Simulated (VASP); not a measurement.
A run of VASP 6.6.1:

File INCAR:

```
ALGO = Normal ; EDIFF = 1E-6
ENCUT = 520 ; GGA = PE
ISIF = 2 ; ISMEAR = 1
LASPH = T ; LCHARG = F
LREAL = F ; LWAVE = F
NBANDS = 21 ; NELM = 100
PREC = Accurate ; SIGMA = 0.1
```

KPOINTS

```
k-points
0
Gamma
  34 34 19
```

Contents of POSCAR:

```
Ru
1.0
    2.7211011480      0.0000000000      0.0000000000
   -1.3605505740      2.3565427210      0.0000000000
    0.0000000000      0.0000000000      4.2929619930
Ru
2
Direct
    0.0000000000      0.0000000000      0.0000000000
    0.3333333333      0.6666666667      0.5000000000
```

Potentials or basis: VASP PAW PBE potentials, release 64 (Ru_pv).

Command:

```sh
$ cat potpaw_PBE.64/Ru_pv/POTCAR > POTCAR
$ mpirun -np 1 vasp_std > vasp.out
```

Hardware: 1 thread of Intel(R) Xeon(R) 6975P-C (Granite Rapids), with other jobs on the host.

Task: Estimate the wall time of this run.

Result: Run time: 3.4 min on 1 thread of Intel(R) Xeon(R) 6975P-C (Granite Rapids), on a shared host, peak memory 0.56 GiB. Counts: scf iterations 12, k points 1140.
